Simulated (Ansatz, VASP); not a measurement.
**One calculation of Nb, two programs**

```
Nb
1.0
     0.00000    2.44159    1.58703
     2.44159    0.00000    1.58703
     2.44159    2.44159    0.00000
Nb
1
Cartesian
  0.0000 0.0000 0.0000
```

Alike in both runs: task single point; functional r2SCAN; k mesh 22 × 22 × 22; occupations gaussian, width 0.15 eV; no spin polarisation.

```csv
,VASP,Ansatz
version,VASP 6.6.1,Ansatz 0.2.0
potentials or method,"VASP PAW PBE potentials, release 64 (Nb_sv), cutoff 520 eV","scalar-relativistic, plane waves, PAW"
valence electrons in the cell,13,13
```

|  | VASP | Ansatz | Ansatz less VASP |
| --- | --- | --- | --- |
| gap on the k mesh at the Fermi level (eV) | none | none | - |
| pressure (GPa) | -7.5 | -7.3 | +0.20 |
| traceless stress, the component that is largest in VASP (GPa) | 4.01 | 4.04 | +0.029 |

VASP's potentials were made for PBE, not for r2SCAN. A gap of «none» marks a metal or a gap that the smearing closes. The functional is the same, so the differences come from potentials, cutoffs and numerics.
